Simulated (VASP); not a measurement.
# BaTe (R3m) in VASP: further runs

The runs below take BaTe through single point, with PBEsol.

Program: VASP 6.6.1. These are calculated values, not measurements. Logs are shortened: lines on timing, memory, paths and dates and some standing lists are left out, and cuts for length are marked.

### Step 1. The cell of the first run

Symmetry: R3m, No. 160, trigonal system. Conventional cell: a = 4.909 Å, b = 4.909 Å, c = 12.025 Å, α = 90.00°, β = 90.00°, γ = 120.00°. Within 4.3 Å of Ba (site symmetry 3m) lie 6 Te at 3.27 to 3.70 Å. Within 4.3 Å of Te (site symmetry 3m) lie 6 Ba at 3.27 to 3.70 Å.

### Step 2. Single point, PBEsol (all Te atoms moved +0.375 Å, as atom 2 along Cartesian [1 1 1])

File INCAR:

```
PREC = Accurate
ENCUT = 520
EDIFF = 1E-6
ISMEAR = 0
SIGMA = 0.05
LREAL = False
LASPH = True
NELM = 60
ALGO = Normal
ISIF = 2
LWAVE = False
LCHARG = False
GGA = PS
NBANDS = 15
```

File KPOINTS:

```
regular mesh
0
Gamma
  8 8 8
```

File POSCAR:

```
BaTe
1.0
    0.0000000000      3.4713974052      3.4713974052
    3.4713974052      0.0000000000      3.4713974052
    3.4713974052      3.4713974052      0.0000000000
Ba Te
1 1
Direct
    0.0000000000      0.0000000000      0.0000000000
    0.5311843223      0.5311843223      0.5311843223
```

Potentials or basis: VASP PAW PBE potentials, release 64 (Ba_sv, Te).

Launch:

```console
$ cat potpaw_PBE.64/Ba_sv/POTCAR potpaw_PBE.64/Te/POTCAR > POTCAR
$ mpirun -np 1 vasp_std > vasp.out
```

OUTCAR:

```text
PREC = Accurate
   ENCUT = 520
   EDIFF = 1E-6
   ISMEAR = 0
   LREAL = False
   LASPH = True
   NELM = 60
   ISIF = 2
   GGA = PS

 ion  position               nearest neighbor table
   1  0.000  0.000  0.000-   2 3.27   2 3.27   2 3.27   2 3.70   2 3.70   2 3.70
   2  0.531  0.531  0.531-   1 3.27   1 3.27   1 3.27   1 3.70   1 3.70   1 3.70

  LATTYP: Found a face centered cubic cell.
 ALAT       =     6.9427948104

  Lattice vectors:

 A1 = (   0.0000000000,   3.4713974052,   3.4713974052)
 A2 = (   3.4713974052,   0.0000000000,   3.4713974052)
 A3 = (   3.4713974052,   3.4713974052,   0.0000000000)

Analysis of symmetry for initial positions (statically):
=====================================================================
 Subroutine PRICEL returns:
 Original cell was already a primitive cell.

 Routine SETGRP: Setting up the symmetry group for a
 face centered cubic supercell.

 Subroutine GETGRP returns: Found  6 space group operations
 (whereof  6 operations were pure point group operations)
 out of a pool of 48 trial point group operations.

The static configuration has the point symmetry C_3v.

Analysis of symmetry for dynamics (positions and initial velocities):
=====================================================================
 Subroutine PRICEL returns:
 Original cell was already a primitive cell.

 Routine SETGRP: Setting up the symmetry group for a
 face centered cubic supercell.

 Subroutine GETGRP returns: Found  6 space group operations
 (whereof  6 operations were pure point group operations)
 out of a pool of 48 trial point group operations.

The dynamic configuration has the point symmetry C_3v.

 Subroutine INISYM returns: Found  6 space group operations
 (whereof  6 operations are pure point group operations),
 and found     1 'primitive' translations

----------------------------------------------------------------------------------------

                                     Primitive cell

  volume of cell :      83.6648

  direct lattice vectors                    reciprocal lattice vectors
     0.000000000  3.471397405  3.471397405    -0.144034215  0.144034215  0.144034215
     3.471397405  0.000000000  3.471397405     0.144034215 -0.144034215  0.144034215
     3.471397405  3.471397405  0.000000000     0.144034215  0.144034215 -0.144034215

  length of vectors
     4.909297291  4.909297291  4.909297291     0.249474578  0.249474578  0.249474578

  position of ions in fractional coordinates (direct lattice)
     0.000000000  0.000000000  0.000000000
     0.531184322  0.531184322  0.531184322

[... 82 lines left out ...]
   ISIF   =      2    stress and relaxation
   ISYM   =      2    0-nonsym 1-usesym 2-fastsym
   POTIM  = 0.5000    time-step for ionic-motion
   TEBEG  =    0.0;   TEEND  =   0.0 temperature during run
   PSTRESS=    0.0 pullay stress
   NELECT =      16.0000    total number of electrons
   NUPDOWN=      -1.0000    fix difference up-down
   EMIN   =  10.00;   EMAX   =-10.00  energy-range for DOS
   EFERMI =   0.00;   METHOD = LEGACY
   ISMEAR =     0;   SIGMA  =   0.05  broadening in eV -4-tet -1-fermi 0-gaus
   EFERMI_NEDOS =   21; number of points for ismear=-14 and -15
   IALGO  =     38    algorithm
   IMIX   =      4    mixing-type and parameters
     AMIX     =   0.40;   BMIX     =  1.00
     AMIX_MAG =   1.60;   BMIX_MAG =  1.00
  volume/ion in A,a.u.               =      41.83       282.30
  Fermi-wavevector in a.u.,A,eV,Ry     =   0.943193  1.782376 12.103916  0.889613
  Thomas-Fermi vector in A             =   2.070876
   LORBIT       =      0    0 simple, 1 ext, 2 COOP (PROOUT), +10 PAW based schemes
   GGA     = PS    functional components
   LHFCALC =     F    Hartree Fock is set to
   AEXX    =    0.0000 exact exchange contribution
   IVDW    =     0    specifies the selected vdW correction
   LEPSILON=     F    determine dielectric tensor
   LRPA    =     F    only Hartree local field effects (RPA)
 non-spin polarized calculation
 Gauss-broadening in eV      SIGMA  =   0.05
  energy-cutoff  :      520.00
  volume of cell :       83.66
 maximum number of plane-waves:      2272
 NGX is ok and might be reduce to    40
   NGX = 19   NGY = 19   NGZ = 19

 number of electron      15.9999999 magnetization

 Free energy of the ion-electron system (eV)
  ---------------------------------------------------
  ext. energy  EPLUGINS =         0.00000000
  ---------------------------------------------------
  free energy    TOTEN  =        -9.02511990 eV

  energy without entropy =       -9.02511990  energy(sigma->0) =       -9.02511990

 E-fermi :   2.4185     XC(G=0):  -8.4920

 val. band max:        2.1058261341   @ k =   0.0000   0.0000   0.0000
 cond. band min:       4.0007199977   @ k =   0.5000   0.5000   0.0000
 fundamental gap:      1.8948938636
 Fermi energy:         2.4184701800

 k-point     1 :       0.0000    0.0000    0.0000
  band No.  band energies     occupation
      1     -24.5815      2.00000
      2      -9.7730      2.00000
      3      -9.7489      2.00000
      4      -9.7489      2.00000
      5      -7.3091      2.00000
      6       2.0966      2.00000
      7       2.1058      2.00000
      8       2.1058      2.00000
      9       5.1171      0.00000
     10       5.2188      0.00000
     11       5.2188      0.00000
     12       5.5930      0.00000
     13       6.1003      0.00000
     14       6.1003      0.00000
[... 401 lines left out ...]
      2     -10.1056      2.00000
      3      -9.7972      2.00000
      4      -9.7540      2.00000
      5      -6.7714      2.00000
      6       0.4904      2.00000
      7       1.2994      2.00000
      8       1.6731      2.00000
      9       5.2875      0.00000
     10       5.8571      0.00000
     11       6.7321      0.00000
     12       6.9545      0.00000
     13       8.2013      0.00000
     14       8.8869      0.00000
     15      10.3588      0.00000

 [... further k-points ...]
[... 5 lines left out ...]
  --------------------------------------------------------------------------------------
  -------------------------------------------------------------------------------------
  Total        0.7770156      0.7770156      0.7770156     -0.2181133     -0.2181133     -0.2181133
  in kB       14.8798078     14.8798078     14.8798078     -4.1768573     -4.1768573     -4.1768573
  external PRESSURE =      14.8798078 kB  Pullay stress =       0.0000000 kB

 VOLUME and BASIS-vectors are now :
 -----------------------------------------------------------------------------
  energy-cutoff  :      520.00
  volume of cell :       83.66
      direct lattice vectors                 reciprocal lattice vectors
     0.000000000  3.471397405  3.471397405    -0.144034215  0.144034215  0.144034215
     3.471397405  0.000000000  3.471397405     0.144034215 -0.144034215  0.144034215
     3.471397405  3.471397405  0.000000000     0.144034215  0.144034215 -0.144034215

 POSITION                                       TOTAL-FORCE (eV/Angst)
 -----------------------------------------------------------------------------------
      0.00000      0.00000      0.00000         0.514275      0.514275      0.514275
      3.68790      3.68790      3.68790        -0.514275     -0.514275     -0.514275
 -----------------------------------------------------------------------------------
    total drift:                                0.000168      0.000168      0.000168

  FREE ENERGIE OF THE ION-ELECTRON SYSTEM (eV)
  ---------------------------------------------------
  free  energy   TOTEN  =        -9.0251198978 eV

  energy  without entropy=       -9.0251198978  energy(sigma->0) =       -9.02511990
```

Run time: 81 s. Hardware: 1 thread of AMD EPYC 7R43 (Zen 3), shared host; peak memory 0.25 GiB.

Results:

```yaml
Free_energy: -9.0251 eV
Pressure: 1.5 GPa
Largest_force: 0.891 eV/Å
Band_gap_on_the_k_mesh: 1.89 eV, indirect (least direct gap 2.12 eV)
```

Forces in eV/Å, atoms in the order of the input:
```
Ba   0.514  0.514  0.514
Te  -0.514 -0.514 -0.514
```

Stress tensor (GPa, compression positive):
```
 1.49 -0.42 -0.42
-0.42  1.49 -0.42
-0.42 -0.42  1.49
```

Caveat: the cell differs from its parent crystal (all Te atoms moved +0.375 Å, as atom 2 along Cartesian [1 1 1]); the PAW data sets were made with another functional, which shifts forces and pressure a little; spin-orbit coupling is left out, which moves the levels of the heavy elements.

### Step 3. Single point, PBEsol (all Te atoms moved -0.250 Å, as atom 2 along Cartesian [1 1 1])

File INCAR:

```
PREC = Accurate ; ENCUT = 520
EDIFF = 1E-7 ; ISMEAR = 0
SIGMA = 0.05 ; LREAL = F
LASPH = T ; NELM = 100
ALGO = Normal ; ISIF = 2
LWAVE = F ; LCHARG = F
GGA = PS ; NBANDS = 15
```

File KPOINTS:

```
Automatic mesh
0
Gamma
  8 8 8
```

POSCAR, as its differences from that of step 2:

```diff
@@ -9,2 +9,2 @@
     0.0000000000      0.0000000000      0.0000000000
-    0.5311843223      0.5311843223      0.5311843223
+    0.4792104518      0.4792104518      0.4792104518
```

Potentials or basis: VASP PAW PBE potentials, release 64 (Ba_sv, Te).

Launch:

```console
$ cat potpaw_PBE.64/Ba_sv/POTCAR potpaw_PBE.64/Te/POTCAR > POTCAR
$ mpirun -np 1 vasp_std > vasp.out
```

It took 99 s on 1 thread of AMD EPYC 7R43 (Zen 3), shared host; peak memory 0.25 GiB.

It converged, with:

* Free energy: -9.1176 eV
* Pressure: 0.9 GPa
* Largest force: 0.589 eV/Å
* Band gap on the k mesh: 1.62 eV, indirect (least direct gap 1.93 eV)

Forces on the atoms (eV/Å):
```
Ba  -0.340 -0.340 -0.340
Te   0.340  0.340  0.340
```

Stress tensor (GPa, compression positive):
```
 0.86 -0.18 -0.18
-0.18  0.86 -0.18
-0.18 -0.18  0.86
```

Levels at points of the mesh, in eV from the valence-band top:
```csv
k point,band 4,band 5,band 6,band 7,band 8,band 9,band 10,band 11,band 12,band 13
"(0.00, 0.00, 0.00)",-11.96,-9.53,-0.01,0.00,0.00,2.93,2.98,2.98,3.15,3.74
"(0.50, 0.00, 0.00)",-11.98,-8.71,-2.25,-1.09,-1.04,4.08,4.79,4.93,5.03,6.79
"(0.50, 0.50, 0.50)",-11.98,-8.74,-2.25,-1.13,-1.13,4.15,4.98,4.98,4.99,7.07
"(0.50, 0.50, 0.00)",-12.06,-9.29,-1.06,-0.40,-0.31,1.62,4.60,4.71,5.65,5.87
```

Caveat: the cell differs from its parent crystal (all Te atoms moved -0.250 Å, as atom 2 along Cartesian [1 1 1]); the PAW data sets were made with another functional, which shifts forces and pressure a little; spin-orbit coupling is left out, which moves the levels of the heavy elements. A k mesh can miss the band edges.

### Step 4. Single point, PBEsol (all Te atoms moved +0.125 Å, as atom 2 along Cartesian [1 1 1])

File INCAR:

```
SYSTEM = BaTe
ALGO = Normal
EDIFF = 1E-6
ENCUT = 520
GGA = PS
ISIF = 2
ISMEAR = 0
LASPH = .TRUE.
LCHARG = .TRUE.
LELF = .TRUE.
LREAL = .FALSE.
LVHAR = .TRUE.
LWAVE = .FALSE.
NBANDS = 15
NELM = 60
PREC = Accurate
SIGMA = 0.05
```

File KPOINTS:

```
k-points
0
G
  8 8 8
  0 0 0
```

POSCAR, as its differences from that of step 3:

```diff
@@ -9,2 +9,2 @@
     0.0000000000      0.0000000000      0.0000000000
-    0.4792104518      0.4792104518      0.4792104518
+    0.5103947741      0.5103947741      0.5103947741
```

Launch:

```console
$ cat potpaw_PBE.64/Ba_sv/POTCAR potpaw_PBE.64/Te/POTCAR > POTCAR
$ mpirun -np 1 vasp_std > vasp.out
```

Run time: 90 s. Hardware: 1 thread of AMD EPYC 7R43 (Zen 3), shared host; peak memory 0.25 GiB.

It converged, with:

- Free energy: -9.1727 eV
- Pressure: 0.5 GPa
- Largest force: 0.292 eV/Å
- Band gap on the k mesh: 1.44 eV, indirect (least direct gap 1.81 eV)

Forces in eV/Å, atoms in the order of the input:
```
Ba   0.169  0.169  0.169
Te  -0.169 -0.169 -0.169
```

Levels at points of the mesh, in eV from the valence-band top:
```
           k point  band 6  band 7  band 8  band 9  band 10  band 11
(0.00, 0.00, 0.00)    0.00    0.00    0.00    2.87     2.88     2.88
(0.50, 0.00, 0.00)   -2.33   -1.17   -1.16    4.10     4.77     4.91
(0.50, 0.50, 0.50)   -2.33   -1.18   -1.18    4.12     4.82     4.92
(0.50, 0.50, 0.00)   -1.13   -0.39   -0.37    1.44     4.49     4.66
```

Caveat: the cell differs from its parent crystal (all Te atoms moved +0.125 Å, as atom 2 along Cartesian [1 1 1]); the PAW data sets were made with another functional, which shifts forces and pressure a little; spin-orbit coupling is left out, which moves the levels of the heavy elements.

(Continued in part 2 of 2.)
